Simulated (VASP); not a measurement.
# C (a cell with a defect) in VASP: further runs, part 2 of 2

VASP 6.6.1.

## 3. Single point, PBE+D3(BJ)

INCAR reads:

```
SYSTEM = C
  PREC = Accurate
  ENCUT = 520
  EDIFF = 1E-7
  ISMEAR = 0
  SIGMA = 0.02
  LREAL = Auto
  LASPH = .True.
  NELM = 100
  ALGO = Normal
  ISIF = 2
  LWAVE = .False.
  LCHARG = .True.
  GGA = PE
  IVDW = 12
  LELF = .True.
  LVHAR = .True.
  NBANDS = 88
```

KPOINTS reads:

```
Automatic mesh
0
Gamma
  2 2 2
  0.5 0.5 0.5
```

POSCAR reads:

```
C
1.0
    5.6709571532      0.0000000000     -3.4026574365
   -2.8677434801     -4.9298468452     -3.3594911937
   -2.8677434801      4.9298468452     -3.3594911937
C
33
Direct
    0.4205674812      0.0439654952      0.5417717666
    0.6512616899      0.7764081760      0.5269155088
    0.9059822197      0.5289400895      0.5299494739
    0.4186142151      0.2909853163      0.2897875973
    0.1701956055      0.2933406455      0.5409798037
    0.6720158038      0.0447342776      0.2974901122
    0.9194788783      0.7946621785      0.2982475829
    0.4161031833      0.5381289441      0.0386987718
    0.1681525124      0.5412245007      0.2911463242
    0.6650259162      0.2883881221      0.0373091926
    0.9053671506      0.0302485264      0.0362605434
    0.4114100115      0.7845342637      0.7842231759
    0.1865756251      0.8015587420      0.0584445475
    0.6444170298      0.5188324462      0.7698493982
    0.9134880688      0.2873611049      0.7874421636
    0.1930466094      0.0652920829      0.8032974515
    0.5809220760      0.9537258930      0.4554574619
    0.8243336397      0.6978989099      0.4497352958
    0.0801289265      0.4541060782      0.4532418071
    0.5856194018      0.2089757891      0.2086767072
    0.3377131067      0.2109102898      0.4594124384
    0.8400054588      0.9638629775      0.2233726024
    0.0913138704      0.7138251982      0.2141295286
    0.5744035514      0.4476090488      0.9471207232
    0.3348487559      0.4578112732      0.2074597399
    0.8309717302      0.2083094001      0.9540050742
    0.0995903249      0.9634569280      0.9580564677
    0.5579272700      0.6846137361      0.6852413124
    0.3391000670      0.7092533208      0.9611530463
    0.8191366635      0.4422426897      0.6933067957
    0.0942470132      0.2159251411      0.7130571164
    0.3445021906      0.9669254294      0.7132863661
    0.8969574007      0.8514600029      0.8693812541
```

Potentials or basis: VASP PAW PBE potentials, release 64 (C).

The run is started by

```console
cat potpaw_PBE.64/C/POTCAR > POTCAR
mpirun -np 1 vasp_std > vasp.out
```

OUTCAR:

```text
SYSTEM = C
   PREC = Accurate
   ENCUT = 520
   EDIFF = 1E-7
   ISMEAR = 0
   LREAL = Auto
   LASPH = .True.
   NELM = 100
   ISIF = 2
   GGA = PE
   IVDW = 12
 IVDW          = 12

 ion  position               nearest neighbor table
   1  0.421  0.044  0.542-  32 1.41  17 1.42  21 1.42
   2  0.651  0.776  0.527-  17 1.42  18 1.43  28 1.43
   3  0.906  0.529  0.530-  18 1.42  30 1.42  19 1.42
   4  0.419  0.291  0.290-  20 1.42  25 1.42  21 1.42
   5  0.170  0.293  0.541-  31 1.42  21 1.42  19 1.42
   6  0.672  0.045  0.297-  22 1.40  17 1.42  20 1.43
   7  0.919  0.795  0.298-  22 1.40  18 1.42  23 1.45
   8  0.416  0.538  0.039-  29 1.42  25 1.42  24 1.42
   9  0.168  0.541  0.291-  19 1.42  23 1.42  25 1.42
  10  0.665  0.288  0.037-  26 1.41  24 1.42  20 1.43
  11  0.905  0.030  0.036-  22 1.45  26 1.46  33 1.52  27 1.53
  12  0.411  0.785  0.784-  28 1.41  29 1.43  32 1.44
  13  0.187  0.802  0.058-  23 1.41  29 1.41  27 1.46
  14  0.644  0.519  0.770-  24 1.42  28 1.43  30 1.43
  15  0.913  0.287  0.787-  26 1.41  30 1.42  31 1.45
  16  0.193  0.065  0.803-  31 1.40  32 1.40  27 1.44
  17  0.581  0.954  0.455-   1 1.42   2 1.42   6 1.42
  18  0.824  0.698  0.450-   7 1.42   3 1.42   2 1.43
  19  0.080  0.454  0.453-   9 1.42   5 1.42   3 1.42
  20  0.586  0.209  0.209-   4 1.42  10 1.43   6 1.43
  21  0.338  0.211  0.459-   5 1.42   1 1.42   4 1.42
  22  0.840  0.964  0.223-   6 1.40   7 1.40  11 1.45
  23  0.091  0.714  0.214-  13 1.41   9 1.42   7 1.45
  24  0.574  0.448  0.947-  14 1.42   8 1.42  10 1.42
  25  0.335  0.458  0.207-   8 1.42   4 1.42   9 1.42
  26  0.831  0.208  0.954-  15 1.41  10 1.41  11 1.46
  27  0.100  0.963  0.958-  16 1.44  13 1.46  33 1.48  11 1.53
  28  0.558  0.685  0.685-  12 1.41  14 1.43   2 1.43
  29  0.339  0.709  0.961-  13 1.41   8 1.42  12 1.43
  30  0.819  0.442  0.693-  15 1.42   3 1.42  14 1.43
  31  0.094  0.216  0.713-  16 1.40   5 1.42  15 1.45
  32  0.345  0.967  0.713-  16 1.40   1 1.41  12 1.44
  33  0.897  0.851  0.869-  27 1.48  11 1.52

  LATTYP: Found a base centered monoclinic cell.
 ALAT       =     8.8340554103
 B/A-ratio  =     1.1161005034
 C/A-ratio  =     0.7486322128
 COS(beta)  =    -0.1654005532

  Lattice vectors:

 A1 = (  -2.8677434801,  -4.9298468452,  -3.3594911937)
[... 198 lines left out ...]
   IVDW    =    12    specifies the selected vdW correction
   LEPSILON=     F    determine dielectric tensor
   LRPA    =     F    only Hartree local field effects (RPA)
 non-spin polarized calculation
 Gauss-broadening in eV      SIGMA  =   0.02
  energy-cutoff  :      520.00
  volume of cell :      284.05
 maximum number of plane-waves:      7645
 NGX is ok and might be reduce to    50
   NGX = 25   NGY = 25   NGZ = 25

 number of electron     132.0000000 magnetization

 Free energy of the ion-electron system (eV)
  ---------------------------------------------------
  ext. energy  EPLUGINS =         0.00000000
  ---------------------------------------------------
  free energy    TOTEN  =      -296.48470735 eV

  energy without entropy =     -296.48470735  energy(sigma->0) =     -296.48470735

 E-fermi :   5.0417     XC(G=0): -10.4952

 val. band max:        4.9368672157   @ k =  -0.2500   0.2500   0.2500
 cond. band min:       5.1828794184   @ k =   0.2500  -0.2500   0.2500
 fundamental gap:      0.2460122026
 Fermi energy:         5.0416514232

 k-point     1 :       0.2500    0.2500    0.2500
  band No.  band energies     occupation
      1     -15.1440      2.00000
      2     -14.0982      2.00000
      3     -13.3483      2.00000
      4     -13.3430      2.00000
      5     -13.1262      2.00000
      6     -13.1031      2.00000
[... 313 lines left out ...]
     77       9.9394      0.00000
     78      10.2429      0.00000
 [bands above 78 left out]

------------------------ aborting loop because EDIFF is reached ----------------------------------------

 Edisp (eV)   -5.21091

 E8    (eV) :    -1.4793

  FORCE on cell =-STRESS in cart. coord.  units (eV):
  Direction    XX          YY          ZZ          XY          YZ          ZX
  --------------------------------------------------------------------------------------
  -------------------------------------------------------------------------------------
  Total       6.64980     7.17330     4.93453    -3.16693     0.04434    -0.91856
  in kB      37.50768    40.46044    27.83282   -17.86284     0.25012    -5.18109
  external pressure =       35.27 kB  Pullay stress =        0.00 kB

 VOLUME and BASIS-vectors are now :
 -----------------------------------------------------------------------------
  energy-cutoff  :      520.00
  volume of cell :      284.05
      direct lattice vectors                 reciprocal lattice vectors
     5.670957153  0.000000000 -3.402657437     0.116610618  0.000000000 -0.099541663
    -2.867743480 -4.929846845 -3.359491194    -0.059054477 -0.101423029 -0.098421723
    -2.867743480  4.929846845 -3.359491194    -0.059054477  0.101423029 -0.098421723

 POSITION                                       TOTAL-FORCE (eV/Angst)
 -----------------------------------------------------------------------------------
      0.70528      2.45411     -3.39883        -0.002889      0.004712     -0.009024
     -0.04432     -1.22996     -6.59452        -0.000651      0.001268      0.002411
      2.10116      0.00498     -6.64008        -0.003371     -0.002194      0.004465
      0.70844     -0.00590     -3.37550        -0.001355      0.006689      0.001506
     -1.42745      1.22082     -3.38201         0.005178      0.003820      0.001657
      2.82956      1.24605     -3.43634        -0.006156     -0.003478     -0.004786
[... 25 lines left out ...]
     -2.86476     -1.25040     -6.81688        -0.002039      0.001749      0.000082
      0.15168      0.08835     -8.83319         0.003133      0.009460      0.111081
 -----------------------------------------------------------------------------------
    total drift:                                0.002782     -0.006377      0.001619

  FREE ENERGIE OF THE ION-ELECTRON SYSTEM (eV)
  ---------------------------------------------------
  free  energy   TOTEN  =      -301.6956136025 eV

  energy  without entropy=     -301.6956136025  energy(sigma->0) =     -301.69561360
```

It took 3.4 min on 1 thread of Intel Xeon Platinum 8259CL at 2.50GHz (Skylake/Cascade Lake), shared host; peak memory 0.35 GiB.

Results:

```yaml
Free_energy: -301.6956 eV
Pressure: 3.5 GPa
Largest_force: 0.112 eV/Å
Band_gap_on_the_k_mesh: 0.25 eV
Dispersion_energy_per_atom: -0.158 eV
```

Forces on the atoms (eV/Å):
```
C   -0.003  0.005 -0.009
C   -0.001  0.001  0.002
C   -0.003 -0.002  0.004
C   -0.001  0.007  0.002
C    0.005  0.004  0.002
C   -0.006 -0.003 -0.005
C    0.003 -0.012  0.003
C    0.003  0.002  0.006
C    0.007 -0.002 -0.001
C    0.001  0.005 -0.002
C   -0.047 -0.006 -0.034
C   -0.005 -0.002  0.002
C   -0.004 -0.008 -0.004
C    0.005  0.002 -0.003
C    0.011  0.005 -0.004
C    0.001  0.000 -0.008
C    0.000 -0.001  0.005
C   -0.005  0.010  0.001
C    0.004  0.003  0.008
C    0.009 -0.001  0.001
C   -0.008 -0.001  0.005
C    0.001  0.001 -0.009
C   -0.006 -0.003 -0.004
C    0.000 -0.002 -0.003
C   -0.002 -0.001  0.003
C    0.003  0.004 -0.008
C    0.042 -0.002 -0.063
C    0.011 -0.003  0.000
C   -0.006 -0.002 -0.001
C   -0.008 -0.008  0.001
C   -0.003 -0.001 -0.001
C   -0.002  0.002  0.000
C    0.003  0.009  0.111
```

## 4. Single point, PBE+D3(BJ)

INCAR reads:

```
SYSTEM = C
PREC = Accurate
ENCUT = 520
EDIFF = 1E-6
ISMEAR = 0
SIGMA = 0.02
LREAL = Auto
LASPH = .True.
NELM = 100
ALGO = Normal
ISIF = 2
LWAVE = .False.
LCHARG = .True.
GGA = PE
IVDW = 12
LELF = .True.
LVHAR = .True.
NBANDS = 88
```

KPOINTS is that of step 3.

POSCAR reads:

```
C
1.0
    5.6709571532      0.0000000000     -3.4026574365
   -2.8677434801     -4.9298468452     -3.3594911937
   -2.8677434801      4.9298468452     -3.3594911937
C
33
Direct
    0.4166287368      0.0416286019      0.5416286019
    0.6666287368      0.7916286019      0.5416286019
    0.9166287368      0.5416286019      0.5416286019
    0.4166287368      0.2916286019      0.2916286019
    0.1666287368      0.2916286019      0.5416286019
    0.6666287368      0.0416286019      0.2916286019
    0.9166287368      0.7916286019      0.2916286019
    0.4166287368      0.5416286019      0.0416286019
    0.1666287368      0.5416286019      0.2916286019
    0.6666287368      0.2916286019      0.0416286019
    0.9166287368      0.0416286019      0.0416286019
    0.4166287368      0.7916286019      0.7916286019
    0.1666287368      0.7916286019      0.0416286019
    0.6666287368      0.5416286019      0.7916286019
    0.9166287368      0.2916286019      0.7916286019
    0.1666287368      0.0416286019      0.7916286019
    0.5833712632      0.9583713981      0.4583713981
    0.8333712632      0.7083713981      0.4583713981
    0.0833712632      0.4583713981      0.4583713981
    0.5833712632      0.2083713981      0.2083713981
    0.3333712632      0.2083713981      0.4583713981
    0.8333712632      0.9583713981      0.2083713981
    0.0833712632      0.7083713981      0.2083713981
    0.5833712632      0.4583713981      0.9583713981
    0.3333712632      0.4583713981      0.2083713981
    0.8333712632      0.2083713981      0.9583713981
    0.0833712632      0.9583713981      0.9583713981
    0.5833712632      0.7083713981      0.7083713981
    0.3333712632      0.7083713981      0.9583713981
    0.8333712632      0.4583713981      0.7083713981
    0.0833712632      0.2083713981      0.7083713981
    0.3333712632      0.9583713981      0.7083713981
    0.8934234478      0.7795170175      0.7979071514
```

The run is started by

```console
cat potpaw_PBE.64/C/POTCAR > POTCAR
mpirun -np 1 vasp_std > vasp.out
```

Wall time 3.5 min (1 thread of Intel Xeon Platinum 8259CL at 2.50GHz (Skylake/Cascade Lake), shared host); peak memory 0.35 GiB.

Results (log left out):

```
Free energy                : -299.9575 eV
Pressure                   : 4.8 GPa
Largest force              : 2.620 eV/Å
Band gap on the k mesh     : zero (band 66 reaches 5.70 eV, above the bottom of band 67 at 5.34 eV)
Dispersion energy per atom : -0.154 eV
```

Forces on the atoms (eV/Å):
```
C   -0.196  0.017 -0.002
C   -0.385 -0.866  0.448
C    0.872 -0.040  0.423
C    0.075 -0.103 -0.010
C    0.057  0.281  0.002
C    0.393  0.130 -0.025
C   -0.303  0.610  0.011
C   -0.007  0.015 -0.007
C   -0.270 -0.267 -0.024
C    0.104  0.012 -0.012
C   -1.453  0.009 -0.528
C    0.344  0.111  0.075
C    0.726  1.190 -0.633
C   -0.412  0.839  0.253
C   -0.293 -0.347  0.043
C    0.625 -1.047 -0.745
C    0.060  0.072  0.011
C    0.787 -1.254  0.925
C   -0.140 -0.060  0.005
C   -0.104 -0.158  0.000
C   -0.077  0.168 -0.009
C   -0.379 -0.130 -0.037
C    0.272  0.229 -0.061
C   -0.095  0.057  0.020
C    0.192 -0.041 -0.010
C   -0.099  0.053 -0.017
C    0.300 -0.295  0.762
C   -1.372 -0.116  0.949
C   -0.106  0.026 -0.007
C    0.815  1.106  0.944
C    0.301 -0.114 -0.074
C   -0.128 -0.243 -0.055
C   -0.103  0.155 -2.614
```

Stress tensor (GPa, compression positive):
```
 4.81 -0.01  0.05
-0.01  5.10 -0.21
 0.05 -0.21  4.38
```

Levels at points of the mesh, in eV from the Fermi level:
| k point | band 64 | band 65 | band 66 | band 67 | band 68 | band 69 |
| --- | --- | --- | --- | --- | --- | --- |
| (0.25, 0.25, 0.25) | -2.94 | -1.82 | 0.36 | 0.50 | 0.82 | 1.38 |

Caveat: the k points lie up to 0.48 Å⁻¹ apart.
